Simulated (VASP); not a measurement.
Set up this calculation in VASP 6.6.1, as the native input.

- Task: single point
- Functional: PBE
- Potentials or basis: VASP PAW PBE potentials, release 64 (Mn_pv, Si, Se)
- Cutoff: 520 eV
- k mesh: 4 × 4 × 4
- Occupations: gaussian, width 0.1 eV
- Spin: collinear spin, ferromagnetic start
- Starting moments: [4.0, 0.0, 0.0, 0.0, 0.0] μB
- Dipole correction: no
- Further INCAR settings: ALGO = Normal; EDIFF = 1e-06; NBANDS = 30

The structure of MnSiSe3 lies in POSCAR:

```
MnSiSe3
1.0
    4.8541694000      0.0000000000      0.0000000000
    0.0000000000      4.8541694000      0.0000000000
    0.0000000000      0.0000000000      4.8541694000
Mn Si Se
1 1 3
Direct
    0.5000000000      0.5000000000      0.5000000000
    0.0000000000      0.0000000000      0.0000000000
    0.5000000000      0.0000000000      0.5000000000
    0.0000000000      0.5000000000      0.5000000000
    0.5000000000      0.5000000000      0.0000000000
```

The cell was built from a structure type or drawn by symmetry, and may not be a known phase.

The input as run:

INCAR

```
SYSTEM = MnSiSe3
ALGO = Normal
EDIFF = 1E-6
ENCUT = 520
GGA = PE
ISIF = 2
ISMEAR = 0
ISPIN = 2
LASPH = .True.
LCHARG = .False.
LMAXMIX = 4
LORBIT = 11
LREAL = .False.
LWAVE = .False.
MAGMOM = 4 0 0 0 0
NBANDS = 30
NELM = 150
PREC = Accurate
SIGMA = 0.1
```

KPOINTS

```
k-points
0
Gamma
  4 4 4
  0 0 0
```

Potentials or basis: VASP PAW PBE potentials, release 64 (Mn_pv, Si, Se).

Command:

```bash
$ cat potpaw_PBE.64/Mn_pv/POTCAR potpaw_PBE.64/Si/POTCAR potpaw_PBE.64/Se/POTCAR > POTCAR
$ mpirun -np 1 vasp_std > vasp.out
```

Results of the run:

```yaml
Pressure: -1.0 GPa
Net_moment: 3.66 μB per cell
Site_moments: Mn +3.34; Si +0.07; Se -0.03 μB
Valence_electrons_inside_the_program's_atomic_spheres: Mn 11.62; Si 1.38; Se 3.79
```

Caveat: a cell with one magnetic atom can't hold antiferromagnetic order, which such compounds often take.

Wall time 100 s on 1 thread of Intel Xeon 8259CL, on a shared host, peak memory 0.26 GiB.
